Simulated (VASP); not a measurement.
A run of VASP 6.6.1:

File POSCAR:

```
NbCd3
1.0
    4.2150000000      0.0000000000      0.0000000000
    0.0000000000      4.2150000000      0.0000000000
    0.0000000000      0.0000000000      4.2150000000
Nb Cd
1 3
Direct
    0.0000000000      0.0000000000      0.0000000000
    0.0000000000      0.5000000000      0.5000000000
    0.5000000000      0.0000000000      0.5000000000
    0.5000000000      0.5000000000      0.0000000000
```

Contents of INCAR.step1:

```
SYSTEM = NbCd3
PREC = Accurate
ENCUT = 520
ISMEAR = 0
SIGMA = 0.1
LREAL = .FALSE.
LASPH = .TRUE.
NELM = 100
NBANDS = 32
GGA = PE
ALGO = Normal
EDIFF = 1E-4
LWAVE = .TRUE.
LCHARG = .FALSE.
```

Contents of INCAR.step2:

```
SYSTEM = NbCd3
PREC = Accurate
ENCUT = 520
EDIFF = 1E-6
ISMEAR = 0
SIGMA = 0.1
LREAL = .FALSE.
LASPH = .TRUE.
NELM = 100
ALGO = Normal
ISIF = 2
LWAVE = .FALSE.
LCHARG = .TRUE.
METAGGA = R2SCAN
LMIXTAU = .TRUE.
LELF = .TRUE.
LVHAR = .TRUE.
NBANDS = 32
ISTART = 1
```

The input KPOINTS:

```
regular mesh
0
G
  8 8 8
  0 0 0
```

Potentials or basis: VASP PAW PBE potentials, release 64 (Nb_sv, Cd).

The run is started by

```bash
$ cat potpaw_PBE.64/Nb_sv/POTCAR potpaw_PBE.64/Cd/POTCAR > POTCAR
$ cp INCAR.step1 INCAR
$ mpirun -np 1 vasp_std > vasp.out
$ cp INCAR.step2 INCAR
$ mpirun -np 1 vasp_std > vasp.out
```

Hardware: 1 thread of Intel(R) Xeon(R) 6975P-C (Granite Rapids), with other jobs on the host.

**Question.** Estimate the wall time of this run.

**Answer.** Wall time 92 s on 1 thread of Intel(R) Xeon(R) 6975P-C (Granite Rapids), on a shared host, peak memory 0.23 GiB. Counts: k points 35.
